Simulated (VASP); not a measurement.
# Sn in VASP: single point with PBE

Aim: the single point of Sn with PBE.

Program: VASP 6.6.1. These are calculated values, not measurements. Logs are shortened: lines on timing, memory, paths and dates and some standing lists are left out, and cuts for length are marked.

## 1. The cell of the first run

The cell holds a slab with vacuum, 7 atoms: a = 3.214 Å, b = 4.501 Å, c = 27.613 Å, α = 90.00°, β = 90.00°, γ = 110.92°.

## 2. Single point, PBE

INCAR reads:

```
  PREC = Accurate
  ENCUT = 520
  EDIFF = 1E-6
  ISMEAR = 0
  SIGMA = 0.1
  LREAL = False
  LASPH = True
  NELM = 100
  ALGO = Normal
  ISIF = 2
  LWAVE = False
  LCHARG = False
  LDIPOL = True
  IDIPOL = 3
  DIPOL = 0.5 0.5 0.500
  GGA = PE
  NBANDS = 58
```

KPOINTS reads:

```
regular mesh
0
Gamma
  12 8 1
```

POSCAR reads:

```
Sn
1.0
    3.2137631472      0.0000000000      0.0000000000
   -1.6068815736      4.2043916994      0.0000000000
    0.0000000000      0.0000000000     27.6131750982
Sn
7
Direct
    0.5000000000      0.0000000000      0.2716094753
    0.5000000000      0.5000000000      0.3477396502
    0.0000000000      0.0000000000      0.4238698251
    0.0000000000      0.5000000000      0.5000000000
    0.5000000000      0.0000000000      0.5761301749
    0.5000000000      0.5000000000      0.6522603498
    0.0000000000      0.0000000000      0.7283905247
```

Potentials or basis: VASP PAW PBE potentials, release 64 (Sn_d).

Started as:

```console
$ cat potpaw_PBE.64/Sn_d/POTCAR > POTCAR
$ mpirun -np 1 vasp_std > vasp.out
```

OUTCAR:

```text
PREC = Accurate
   ENCUT = 520
   EDIFF = 1E-6
   ISMEAR = 0
   LREAL = False
   LASPH = True
   NELM = 100
   ISIF = 2
   GGA = PE

 ion  position               nearest neighbor table
   1  0.500  0.000  0.272-   2 3.08   2 3.08
   2  0.500  0.500  0.348-   1 3.08   3 3.08   1 3.08   3 3.08
   3  0.000  0.000  0.424-   2 3.08   4 3.08   4 3.08   2 3.08
   4  0.000  0.500  0.500-   3 3.08   5 3.08   3 3.08   5 3.08
   5  0.500  0.000  0.576-   4 3.08   6 3.08   6 3.08   4 3.08
   6  0.500  0.500  0.652-   5 3.08   7 3.08   5 3.08   7 3.08
   7  0.000  0.000  0.728-   6 3.08   6 3.08

  LATTYP: Found a base centered orthorhombic cell.
 ALAT       =     3.2137631472
 B/A-ratio  =     2.6164913261
 C/A-ratio  =     8.5921624692

  Lattice vectors:

 A1 = (   1.6068815736,  -4.2043916994,   0.0000000000)
 A2 = (   1.6068815736,   4.2043916994,   0.0000000000)
 A3 = (   0.0000000000,   0.0000000000,  27.6131750982)

Analysis of symmetry for initial positions (statically):
=====================================================================
 Subroutine PRICEL returns:
 Original cell was already a primitive cell.

 Routine SETGRP: Setting up the symmetry group for a
 base centered orthorhombic supercell.

 Subroutine GETGRP returns: Found  4 space group operations
 (whereof  2 operations were pure point group operations)
 out of a pool of  8 trial point group operations.

The static configuration has the point symmetry C_2 .
 The point group associated with its full space group is D_2 .

Analysis of symmetry for dynamics (positions and initial velocities):
=====================================================================
 Subroutine PRICEL returns:
 Original cell was already a primitive cell.

 Routine SETGRP: Setting up the symmetry group for a
 base centered orthorhombic supercell.

 Subroutine GETGRP returns: Found  4 space group operations
 (whereof  2 operations were pure point group operations)
 out of a pool of  8 trial point group operations.

The dynamic configuration has the point symmetry C_2 .
 The point group associated with its full space group is D_2 .

 Subroutine INISYM returns: Found  4 space group operations
 (whereof  2 operations are pure point group operations),
 and found     1 'primitive' translations

----------------------------------------------------------------------------------------

                                     Primitive cell

  volume of cell :     373.1070

  direct lattice vectors                    reciprocal lattice vectors
     3.213763147  0.000000000  0.000000000     0.311161699  0.118923268  0.000000000
    -1.606881574  4.204391699  0.000000000     0.000000000  0.237846536  0.000000000
     0.000000000  0.000000000 27.613175098     0.000000000  0.000000000  0.036214597

  length of vectors
     3.213763147  4.500997440 27.613175098     0.333113113  0.237846536  0.036214597

  position of ions in fractional coordinates (direct lattice)
     0.500000000  0.000000000  0.271609475
     0.500000000  0.500000000  0.347739650
     0.000000000  0.000000000  0.423869825
     0.000000000  0.500000000  0.500000000
     0.500000000  0.000000000  0.576130175
     0.500000000  0.500000000  0.652260350
     0.000000000  0.000000000  0.728390525

  ion indices of the primitive-cell ions
   primitive index   ion index
                 1           1
                 2           2
                 3           3
                 4           4
                 5           5
                 6           6
                 7           7

----------------------------------------------------------------------------------------

 KPOINTS: regular mesh

Automatic generation of k-mesh.
 Grid dimensions read from file:
 generate k-points for:   12    8    1

 Generating k-lattice:

[... 19 lines left out ...]
|                                                                             |
|     Your reciprocal lattice and k-lattice belong to different lattice       |
|     classes:                                                                |
|                                                                             |
|        The reciprocal lattice is base centered orthorhombic,                |
|        whereas your k-lattice is simple monoclinic.                         |
|                                                                             |
|     Results are often still useful ...                                      |
|                                                                             |
 -----------------------------------------------------------------------------

 WARNING: IBZKPT: internal override: KBLOWUP is changed to .FALSE.
      ... skipping the blow-up phase ...

 Subroutine IBZKPT returns following result:
 ===========================================

 Found     45 irreducible k-points:

 Following reciprocal coordinates:
            Coordinates               Weight
  0.000000  0.000000  0.000000      1.000000
  0.083333  0.000000  0.000000      2.000000
  0.166667  0.000000  0.000000      2.000000
  0.250000  0.000000  0.000000      4.000000
  0.333333  0.000000  0.000000      2.000000
  0.416667  0.000000  0.000000      2.000000
[... 16 lines left out ...]
  0.250000  0.250000  0.000000      4.000000
  0.333333  0.250000  0.000000      2.000000
 [... further k-points ...]
   k-points           NKPTS =     45   k-points in BZ     NKDIM =     45   number of bands    NBANDS=     58
   number of dos      NEDOS =    301   number of ions     NIONS =      7
   total plane-waves  NPLWV = 181440
   dimension x,y,z NGX =    24 NGY =   36 NGZ =  210
   dimension x,y,z NGXF=    48 NGYF=   72 NGZF=  420
   ions per type =               7
   NGX,Y,Z   is equivalent  to a cutoff of  12.42, 13.30, 12.64 a.u.
   NGXF,Y,Z  is equivalent  to a cutoff of  24.83, 26.59, 25.29 a.u.
 SYSTEM =  unknown system
   PREC   = accura    normal or accurate (medium, high low for compatibility)
   ISTART =      0    job   : 0-new  1-cont  2-samecut
   ICHARG =      2    charge: 1-file 2-atom 10-const
   ISPIN  =      1    spin polarized calculation?
   LNONCOLLINEAR =      F non collinear calculations
   LSORBIT =      F    spin-orbit coupling
   LASPH  =      T    aspherical Exc in radial PAW
   ENCUT  =  520.0 eV  38.22 Ry    6.18 a.u.   5.98  8.37 51.34*2*pi/ulx,y,z
   NELM   =    100;   NELMIN=  2; NELMDL= -5     # of ELM steps
   EDIFF  = 0.1E-05   stopping-criterion for ELM
   LREAL  =      F    real-space projection
   EDIFFG = 0.1E-04   stopping-criterion for IOM
   NSW    =      0    number of steps for IOM
   IBRION =     -1    ionic relax: 0-MD 1-quasi-New 2-CG
   NFREE  =      0    steps in history (QN), initial steepest desc. (CG)
   ISIF   =      2    stress and relaxation
   ISYM   =      2    0-nonsym 1-usesym 2-fastsym
   POTIM  = 0.5000    time-step for ionic-motion
   TEBEG  =    0.0;   TEEND  =   0.0 temperature during run
   PSTRESS=    0.0 pullay stress
   NELECT =      98.0000    total number of electrons
   NUPDOWN=      -1.0000    fix difference up-down
   EMIN   =  10.00;   EMAX   =-10.00  energy-range for DOS
   EFERMI =   0.00;   METHOD = LEGACY
   ISMEAR =     0;   SIGMA  =   0.10  broadening in eV -4-tet -1-fermi 0-gaus
   EFERMI_NEDOS =   21; number of points for ismear=-14 and -15
   IALGO  =     38    algorithm
   IMIX   =      4    mixing-type and parameters
     AMIX     =   0.40;   BMIX     =  1.00
     AMIX_MAG =   1.60;   BMIX_MAG =  1.00
  volume/ion in A,a.u.               =      53.30       359.69
  Fermi-wavevector in a.u.,A,eV,Ry     =   1.048429  1.981244 14.955572  1.099204
  Thomas-Fermi vector in A             =   2.183350
   LORBIT       =      0    0 simple, 1 ext, 2 COOP (PROOUT), +10 PAW based schemes
   GGA     = PE    functional components
   LHFCALC =     F    Hartree Fock is set to
   AEXX    =    0.0000 exact exchange contribution
   IVDW    =     0    specifies the selected vdW correction
   LEPSILON=     F    determine dielectric tensor
   LRPA    =     F    only Hartree local field effects (RPA)
 non-spin polarized calculation
 Gauss-broadening in eV      SIGMA  =   0.10
  energy-cutoff  :      520.00
  volume of cell :      373.11
 maximum number of plane-waves:     10106
   NGX = 11   NGY = 17   NGZ =103

 dipolmoment           0.000000      0.000000      0.000000 electrons x Angstroem

 number of electron      97.9999992 magnetization

 dipolmoment           0.000000      0.000000     -0.000000 electrons x Angstroem

 Free energy of the ion-electron system (eV)
  ---------------------------------------------------
  ext. energy  EPLUGINS =         0.00000000
  ---------------------------------------------------
  free energy    TOTEN  =       -25.81310452 eV

  energy without entropy =      -25.79520464  energy(sigma->0) =      -25.80415458

 E-fermi :   2.0259     XC(G=0):  -5.9995

 val. band max:        2.0239362750   @ k =   0.0000   0.0000   0.0000
 cond. band min:       2.0306770743   @ k =   0.2500   0.1250   0.0000
 fundamental gap:      0.0067407993
 Fermi energy:         2.0258912787

 k-point     1 :       0.0000    0.0000    0.0000
  band No.  band energies     occupation
      1     -19.5216      2.00000
      2     -19.4987      2.00000
      3     -19.4954      2.00000
      4     -19.4916      2.00000
      5     -19.4904      2.00000
      6     -19.4816      2.00000
[... 1453 lines left out ...]
     57       4.6444      0.00000
     58       5.8836      0.00000

 [... further k-points ...]

------------------------ aborting loop because EDIFF is reached ----------------------------------------

 vacuum level on the upper side and lower side of the slab       (xc-potential included)        -0.185        -0.185

  FORCE on cell =-STRESS in cart. coord.  units (eV):
  Direction    XX          YY          ZZ          XY          YZ          ZX
  --------------------------------------------------------------------------------------
  -------------------------------------------------------------------------------------
  Total       -1.3150922     -1.9736913     -1.1959630      0.0000000      0.0000000      0.0000000
  in kB       -5.6472031     -8.4753265     -5.1356443      0.0000000      0.0000000      0.0000000
  external PRESSURE =      -6.4193913 kB  Pullay stress =       0.0000000 kB

 VOLUME and BASIS-vectors are now :
 -----------------------------------------------------------------------------
  energy-cutoff  :      520.00
  volume of cell :      373.11
      direct lattice vectors                 reciprocal lattice vectors
     3.213763147  0.000000000  0.000000000     0.311161699  0.118923268  0.000000000
    -1.606881574  4.204391699  0.000000000     0.000000000  0.237846536  0.000000000
     0.000000000  0.000000000 27.613175098     0.000000000  0.000000000  0.036214597

 POSITION                                       TOTAL-FORCE (eV/Angst)
 -----------------------------------------------------------------------------------
      1.60688      0.00000      7.50000         0.000000      0.000000      0.263375
      0.80344      2.10220      9.60220         0.000000      0.000000     -0.344363
      0.00000      0.00000     11.70439         0.000000      0.000000      0.162375
     -0.80344      2.10220     13.80659        -0.000000      0.000000      0.000000
      1.60688      0.00000     15.90878        -0.000000      0.000000     -0.162375
      0.80344      2.10220     18.01098        -0.000000      0.000000      0.344363
      0.00000      0.00000     20.11318         0.000000      0.000000     -0.263375
 -----------------------------------------------------------------------------------
    total drift:                                0.000000      0.000000     -0.000000

  FREE ENERGIE OF THE ION-ELECTRON SYSTEM (eV)
  ---------------------------------------------------
  free  energy   TOTEN  =       -25.8131045217 eV

  energy  without entropy=      -25.7952046394  energy(sigma->0) =      -25.80415458

 vacuum level on the upper side and lower side of the slab         6.019         6.019
```

Wall time 29 min (1 thread of Intel Xeon Platinum 8259CL at 2.50GHz (Skylake/Cascade Lake), shared host); peak memory 0.88 GiB.

What came out:

```yaml
Free_energy: -25.8131 eV
Largest_force: 0.344 eV/Å
Band_gap_on_the_k_mesh: zero (band 49 reaches 3.18 eV, above the bottom of band 50 at 1.17 eV)
```

Forces in eV/Å, atoms in the order of the input:
```
Sn   0.000  0.000  0.263
Sn   0.000  0.000 -0.344
Sn   0.000  0.000  0.162
Sn   0.000  0.000  0.000
Sn   0.000  0.000 -0.162
Sn   0.000  0.000  0.344
Sn   0.000  0.000 -0.263
```

Levels at points of the mesh, in eV from the Fermi level:
| k point | band 45 | band 46 | band 47 | band 48 | band 49 | band 50 | band 51 | band 52 |
| --- | --- | --- | --- | --- | --- | --- | --- | --- |
| (0.00, 0.00, 0.00) | -1.14 | -0.86 | -0.30 | 0.00 | 0.80 | 0.94 | 2.04 | 2.17 |
| (0.50, 0.00, 0.00) | -2.68 | -1.88 | -1.57 | -1.55 | -1.46 | -0.56 | -0.38 | 0.48 |
| (0.00, 0.50, 0.00) | -3.13 | -2.67 | -1.60 | -1.07 | 0.42 | 0.46 | 1.97 | 2.91 |

Caveat: spin-orbit coupling is left out, which moves the levels of the heavy elements.
